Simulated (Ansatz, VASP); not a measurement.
**GaN: VASP beside Ansatz**

File INCAR:

```
PREC = Accurate
ENCUT = 600
EDIFF = 1E-6
ISMEAR = 0
SIGMA = 0.02
LREAL = F
LASPH = T
NELM = 120
ALGO = Normal
ISIF = 2
LWAVE = F
LCHARG = F
GGA = PE
NBANDS = 16
GGA_COMPAT = F
```

The input KPOINTS:

```
regular mesh
0
Gamma
  10 10 10
```

Contents of POSCAR:

```
GaN
1.0
    0.0000000000      2.2742347260      2.2742347260
    2.2742347260      0.0000000000      2.2742347260
    2.2742347260      2.2742347260      0.0000000000
Ga N
1 1
Direct
    0.0000000000      0.0000000000      0.0000000000
    0.2500000000      0.2500000000      0.2500000000
```

Input for Ansatz:

```yaml
crystal:
  lattice:
    - [0.0, 2.274234726, 2.274234726]
    - [2.274234726, 0.0, 2.274234726]
    - [2.274234726, 2.274234726, 0.0]
  atoms:
    - { symbol: Ga, position: [0.0, 0.0, 0.0] }
    - { symbol: "N", position: [0.25, 0.25, 0.25] }
basis:
  ecutwfc: 420
kpoints:
  mp_grid: { grid: [10, 10, 10] }
  band_path:
    path:
      - [[0.0, 0.0, 0.0], [-0.5, -0.5, 0.0], [-0.375, -0.375, 0.25]]
      - [[-0.375, 0.0, 0.375], [0.0, 0.0, 0.0], [0.0, 0.0, 0.5], [-0.5, -0.25, 0.25], [-0.5, -0.5, 0.0]]
    npoints: 10
hamiltonian:
  xc: pbe
scf:
  occupations: { method: gaussian, width: 0.02 }
  n_extra_bands: 7
output:
  forces: true
  stress: true
  eigenvalues: true
  write_density: true
  write_potential: true
  elf: true
  volumetric_format: npy
```

Alike in both runs: task single point; functional PBE; k mesh 10 × 10 × 10; occupations gaussian, width 0.02 eV; no spin polarisation.

```csv
,VASP,Ansatz
version,VASP 6.6.1,Ansatz 0.2.0
potentials or method,"VASP PAW PBE potentials, release 64 (Ga_d, N), cutoff 600 eV","scalar-relativistic, plane waves, PAW"
valence electrons in the cell,18,18
```

```tsv
	VASP	Ansatz	Ansatz less VASP
gap on the k mesh at the Fermi level (eV)	1.55	1.54	-0.006
least direct gap on the mesh (eV)	1.55	1.54	-0.006
pressure (GPa)	0.0	0.0	+0.05
```
